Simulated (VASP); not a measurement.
## MgO: single point with r2SCAN

The system is MgO.

```
Mg O
1.0
     0.02102    2.12319    2.12319
     2.12319    0.02102    2.12319
     2.12319    2.12319    0.02102
Mg O
1 1
Direct
  0.00000 0.00000 0.00000
  0.50000 0.50000 0.50000
```

This cell differs from its parent crystal: strain along [111] +1.5%.

```yaml
Program: VASP 6.6.1
Task: single point
Functional: r2SCAN
Potentials_or_basis: VASP PAW PBE potentials, release 64 (Mg_sv, O)
Cutoff: 750 eV
k_mesh: 10 × 10 × 10
Occupations: gaussian, width 0.01 eV
Spin: no spin polarisation
```

* Pressure: -2.4 GPa
* Band gap on the k mesh: 5.51 eV

Stress tensor (GPa, compression positive):
```
-2.37 -1.56 -1.56
-1.56 -2.37 -1.56
-1.56 -1.56 -2.37
```

Levels at points of the mesh, in eV from the valence-band top:
```csv
k point,band 4,band 5,band 6,band 7,band 8,band 9,band 10,band 11,band 12,band 13
"(0.00, 0.00, 0.00)",-40.13,-18.18,-0.11,0.00,0.00,5.51,16.48,16.91,16.91,20.84
"(0.50, 0.00, 0.00)",-40.14,-16.91,-4.58,-0.76,-0.68,8.69,13.75,17.21,17.40,22.28
"(0.50, 0.50, 0.00)",-40.16,-16.72,-4.07,-1.45,-1.33,9.98,11.03,14.17,20.17,20.37
"(0.50, 0.50, 0.50)",-40.15,-16.96,-4.65,-0.64,-0.64,8.83,13.52,17.59,17.59,22.46
```

Run time: 4.7 min on 1 thread of AMD EPYC 7R43 64-Core Processor (Zen 3) (shared host), peak memory 0.16 GiB.

Caveat: the cell differs from its parent crystal (strain along [111] +1.5%); the PAW data sets were made with another functional, which shifts forces and pressure a little.
